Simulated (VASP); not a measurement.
# PbS (zincblende type) (F-43m) in VASP: notebook

Runs on PbS (zincblende type). Level: LDA. Tasks: single point.

Program: VASP 6.6.1. These are calculated values, not measurements. Logs are shortened: lines on timing, memory, paths and dates and some standing lists are left out, and cuts for length are marked.

**1. The cell of the first run**

Symmetry: F-43m, No. 216, cubic system. Conventional cell: a = 5.304 Å, b = 5.304 Å, c = 5.304 Å, α = 90.00°, β = 90.00°, γ = 90.00°. Within 3.0 Å of Pb (site symmetry -43m) lie 4 S at 2.30 Å. Within 3.0 Å of S (site symmetry -43m) lie 4 Pb at 2.30 Å.

**2. Single point, LDA (18.65 Å³/atom)**

Contents of INCAR:

```
ALGO = Normal
EDIFF = 1E-7
ENCUT = 520
ISIF = 2
ISMEAR = -1
LASPH = T
LCHARG = T
LELF = T
LREAL = F
LVHAR = T
LWAVE = F
NBANDS = 17
NELM = 60
PREC = Accurate
SIGMA = 0.1
```

Contents of KPOINTS:

```
k-points
0
Gamma
  12 12 12
```

Contents of POSCAR:

```
PbS
1.0
    0.0000000000      2.6520063939      2.6520063939
    2.6520063939      0.0000000000      2.6520063939
    2.6520063939      2.6520063939      0.0000000000
Pb S
1 1
Direct
    0.0000000000      0.0000000000      0.0000000000
    0.2500000000      0.2500000000      0.2500000000
```

Potentials or basis: VASP PAW LDA potentials, release 64 (Pb_d, S).

The run is started by

```bash
> cat potpaw_LDA.64/Pb_d/POTCAR potpaw_LDA.64/S/POTCAR > POTCAR
> mpirun -np 1 vasp_std > vasp.out
```

OUTCAR:

```text
EDIFF = 1E-7
   ENCUT = 520
   ISIF = 2
   ISMEAR = -1
   LASPH = T
   LREAL = F
   NELM = 60
   PREC = Accurate

 ion  position               nearest neighbor table
   1  0.000  0.000  0.000-   2 2.30   2 2.30   2 2.30   2 2.30
   2  0.250  0.250  0.250-   1 2.30   1 2.30   1 2.30   1 2.30

  LATTYP: Found a face centered cubic cell.
 ALAT       =     5.3040127878

  Lattice vectors:

 A1 = (   0.0000000000,   2.6520063939,   2.6520063939)
 A2 = (   2.6520063939,   0.0000000000,   2.6520063939)
 A3 = (   2.6520063939,   2.6520063939,   0.0000000000)

Analysis of symmetry for initial positions (statically):
=====================================================================
 Subroutine PRICEL returns:
 Original cell was already a primitive cell.

 Routine SETGRP: Setting up the symmetry group for a
 face centered cubic supercell.

 Subroutine GETGRP returns: Found 24 space group operations
 (whereof 24 operations were pure point group operations)
 out of a pool of 48 trial point group operations.

The static configuration has the point symmetry T_d .

Analysis of symmetry for dynamics (positions and initial velocities):
=====================================================================
 Subroutine PRICEL returns:
 Original cell was already a primitive cell.

 Routine SETGRP: Setting up the symmetry group for a
 face centered cubic supercell.

 Subroutine GETGRP returns: Found 24 space group operations
 (whereof 24 operations were pure point group operations)
 out of a pool of 48 trial point group operations.

The dynamic configuration has the point symmetry T_d .

 Subroutine INISYM returns: Found 24 space group operations
 (whereof 24 operations are pure point group operations),
 and found     1 'primitive' translations

----------------------------------------------------------------------------------------

                                     Primitive cell

  volume of cell :      37.3039

  direct lattice vectors                    reciprocal lattice vectors
     0.000000000  2.652006394  2.652006394    -0.188536499  0.188536499  0.188536499
     2.652006394  0.000000000  2.652006394     0.188536499 -0.188536499  0.188536499
     2.652006394  2.652006394  0.000000000     0.188536499  0.188536499 -0.188536499

  length of vectors
     3.750503410  3.750503410  3.750503410     0.326554795  0.326554795  0.326554795
[... 71 lines left out ...]
 SYSTEM =  unknown system
   PREC   = accura    normal or accurate (medium, high low for compatibility)
   ISTART =      0    job   : 0-new  1-cont  2-samecut
   ICHARG =      2    charge: 1-file 2-atom 10-const
   ISPIN  =      1    spin polarized calculation?
   LNONCOLLINEAR =      F non collinear calculations
   LSORBIT =      F    spin-orbit coupling
   LASPH  =      T    aspherical Exc in radial PAW
   ENCUT  =  520.0 eV  38.22 Ry    6.18 a.u.   6.97  6.97  6.97*2*pi/ulx,y,z
   NELM   =     60;   NELMIN=  2; NELMDL= -5     # of ELM steps
   EDIFF  = 0.1E-06   stopping-criterion for ELM
   LREAL  =      F    real-space projection
   EDIFFG = 0.1E-05   stopping-criterion for IOM
   NSW    =      0    number of steps for IOM
   IBRION =     -1    ionic relax: 0-MD 1-quasi-New 2-CG
   NFREE  =      0    steps in history (QN), initial steepest desc. (CG)
   ISIF   =      2    stress and relaxation
   ISYM   =      2    0-nonsym 1-usesym 2-fastsym
   POTIM  = 0.5000    time-step for ionic-motion
   TEBEG  =    0.0;   TEEND  =   0.0 temperature during run
   PSTRESS=    0.0 pullay stress
   NELECT =      20.0000    total number of electrons
   NUPDOWN=      -1.0000    fix difference up-down
   EMIN   =  10.00;   EMAX   =-10.00  energy-range for DOS
   EFERMI =   0.00;   METHOD = LEGACY
   ISMEAR =    -1;   SIGMA  =   0.10  broadening in eV -4-tet -1-fermi 0-gaus
   EFERMI_NEDOS =   21; number of points for ismear=-14 and -15
   IALGO  =     38    algorithm
   IMIX   =      4    mixing-type and parameters
     AMIX     =   0.40;   BMIX     =  1.00
     AMIX_MAG =   1.60;   BMIX_MAG =  1.00
  volume/ion in A,a.u.               =      18.65       125.87
  Fermi-wavevector in a.u.,A,eV,Ry     =   1.329945  2.513231 24.065346  1.768753
  Thomas-Fermi vector in A             =   2.459069
   LORBIT       =      0    0 simple, 1 ext, 2 COOP (PROOUT), +10 PAW based schemes
   GGA     = CA    functional components
   LHFCALC =     F    Hartree Fock is set to
   AEXX    =    0.0000 exact exchange contribution
   IVDW    =     0    specifies the selected vdW correction
   LEPSILON=     F    determine dielectric tensor
   LRPA    =     F    only Hartree local field effects (RPA)
 non-spin polarized calculation
  energy-cutoff  :      520.00
  volume of cell :       37.30
 maximum number of plane-waves:      1036
   NGX = 13   NGY = 13   NGZ = 13

 number of electron      20.0000006 magnetization

 Free energy of the ion-electron system (eV)
  ---------------------------------------------------
  ext. energy  EPLUGINS =         0.00000000
  ---------------------------------------------------
  free energy    TOTEN  =        -4.83664806 eV

  energy without entropy =       -4.81300973  energy(sigma->0) =       -4.82482890

 E-fermi :  10.9826     XC(G=0): -11.4623

 val. band max:       10.9364578195   @ k =   0.2500   0.1667   0.0000
 cond. band min:      10.9923850900   @ k =   0.1667   0.1667   0.0000
 fundamental gap:      0.0559272705
 Fermi energy:        10.9825627577

 k-point     1 :       0.0000    0.0000    0.0000
  band No.  band energies     occupation
      1      -7.7641      2.00000
      2      -7.7635      2.00000
      3      -7.7635      2.00000
      4      -7.7635      2.00000
      5      -7.2608      2.00000
      6      -7.2608      2.00000
[... 457 lines left out ...]
      4      -7.2571      2.00000
      5      -7.2272      2.00000
      6      -4.2599      2.00000
[... 9 lines left out ...]
     16      20.1029      0.00000
     17      22.2292      0.00000

 [... further k-points ...]
[... 5 lines left out ...]
  --------------------------------------------------------------------------------------
  -------------------------------------------------------------------------------------
  Total       17.8934204     17.8934204     17.8934204     -0.0000000     -0.0000000     -0.0000000
  in kB      768.5112909    768.5112909    768.5112909     -0.0000000     -0.0000000     -0.0000000
  external PRESSURE =     768.5112909 kB  Pullay stress =       0.0000000 kB

 VOLUME and BASIS-vectors are now :
 -----------------------------------------------------------------------------
  energy-cutoff  :      520.00
  volume of cell :       37.30
      direct lattice vectors                 reciprocal lattice vectors
     0.000000000  2.652006394  2.652006394    -0.188536499  0.188536499  0.188536499
     2.652006394  0.000000000  2.652006394     0.188536499 -0.188536499  0.188536499
     2.652006394  2.652006394  0.000000000     0.188536499  0.188536499 -0.188536499

 POSITION                                       TOTAL-FORCE (eV/Angst)
 -----------------------------------------------------------------------------------
      0.00000      0.00000      0.00000        -0.000000     -0.000000     -0.000000
      1.32600      1.32600      1.32600         0.000000      0.000000      0.000000
 -----------------------------------------------------------------------------------
    total drift:                                0.000001      0.000001      0.000001

  FREE ENERGIE OF THE ION-ELECTRON SYSTEM (eV)
  ---------------------------------------------------
  free  energy   TOTEN  =        -4.8366480637 eV

  energy  without entropy=       -4.8130097305  energy(sigma->0) =       -4.82482890
```

stdout:

```text
POSCAR found type information on POSCAR PbS
 POSCAR found :  2 types and       2 ions
 scaLAPACK will be used
 LDA part: xc-table for (Slater(with rela. corr.)+CA(PZ))
 , standard interpolation
 POSCAR, INCAR and KPOINTS ok, starting setup
 FFT: planning ... GRIDC
 FFT: planning ... GRID_SOFT
 FFT: planning ... GRID
 WAVECAR not read
 entering main loop
```

Run time: 63 s. Hardware: 1 thread of Intel Xeon 8259CL, shared host; peak memory 0.17 GiB.

Results:

```yaml
Free_energy: -4.8366 eV
Pressure: 76.9 GPa
Band_gap_on_the_k_mesh: zero (bands 10 and 11 overlap by 1.85 eV)
```

Caveat: the cell stands under pressure; spin-orbit coupling is left out, which moves the levels of the heavy elements.

**3. Single point, LDA (21.70 Å³/atom)**

This run uses another cell than the first one, of 21.70 Å³/atom.

Contents of INCAR:

```
PREC = Accurate ; ENCUT = 520
EDIFF = 1E-6 ; ISMEAR = -1
SIGMA = 0.1 ; LREAL = False
LASPH = True ; NELM = 100
ALGO = Normal ; ISIF = 2
LWAVE = False ; LCHARG = False
GGA = CA ; NBANDS = 17
```

Contents of KPOINTS:

```
regular mesh
0
Gamma
  12 12 12
```

Contents of POSCAR:

```
PbS
1.0
    0.0000000000      2.7894184019      2.7894184019
    2.7894184019      0.0000000000      2.7894184019
    2.7894184019      2.7894184019      0.0000000000
Pb S
1 1
Direct
    0.0000000000      0.0000000000      0.0000000000
    0.2500000000      0.2500000000      0.2500000000
```

Potentials or basis: VASP PAW LDA potentials, release 64 (Pb_d, S).

The run is started by

```bash
> cat potpaw_LDA.64/Pb_d/POTCAR potpaw_LDA.64/S/POTCAR > POTCAR
> mpirun -np 1 vasp_std > vasp.out
```

It took 87 s on 1 thread of Intel Xeon 8259CL, shared host; peak memory 0.18 GiB.

It converged, with:

```yaml
Free_energy: -7.0615 eV
Pressure: 43.1 GPa
Band_gap_on_the_k_mesh: zero (bands 10 and 11 overlap by 1.34 eV)
```

Levels at points of the mesh, in eV from the Fermi level:
| k point | band 7 | band 8 | band 9 | band 10 | band 11 | band 12 | band 13 | band 14 |
| --- | --- | --- | --- | --- | --- | --- | --- | --- |
| (0.00, 0.00, 0.00) | -4.50 | -3.37 | -3.37 | -3.37 | 1.74 | 1.74 | 1.74 | 5.78 |
| (0.50, 0.00, 0.00) | -10.40 | -4.48 | -4.48 | -2.54 | 2.74 | 2.74 | 4.24 | 6.81 |
| (0.50, 0.50, 0.00) | -10.83 | -5.93 | -5.93 | -0.89 | -0.84 | 6.01 | 7.19 | 7.19 |

Caveat: the cell stands under pressure; spin-orbit coupling is left out, which moves the levels of the heavy elements.
